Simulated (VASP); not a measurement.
Here is a VASP 6.6.1 calculation.

The input INCAR:

```
ALGO = Normal
EDIFF = 1E-6
ENCUT = 520
GGA = CA
ISIF = 2
ISMEAR = 0
LASPH = True
LCHARG = False
LREAL = False
LWAVE = False
NBANDS = 10
NELM = 80
PREC = Accurate
SIGMA = 0.1
```

The input KPOINTS:

```
k-points
0
Gamma
  9 9 18
```

The input POSCAR:

```
Al
1.0
    4.1210459609      0.0000000000      0.0000000001
    0.0000000000      4.1210459609      0.0000000000
   -2.0605229805      0.0000000000      1.9208948599
Al
2
Direct
    0.0000000000      0.0000000000      0.0000000000
    0.5000000000      0.5000000000      0.0000000000
```

Potentials or basis: VASP PAW LDA potentials, release 64 (Al).

Command:

```console
$ cat potpaw_LDA.64/Al/POTCAR > POTCAR
$ mpirun -np 1 vasp_std > vasp.out
```

(1) Estimate the pressure.

(2) What does it give for the band gap on the k mesh?

Results:

(1) -2.1 GPa.

(2) zero (bands 3 and 4 overlap by 10.00 eV).
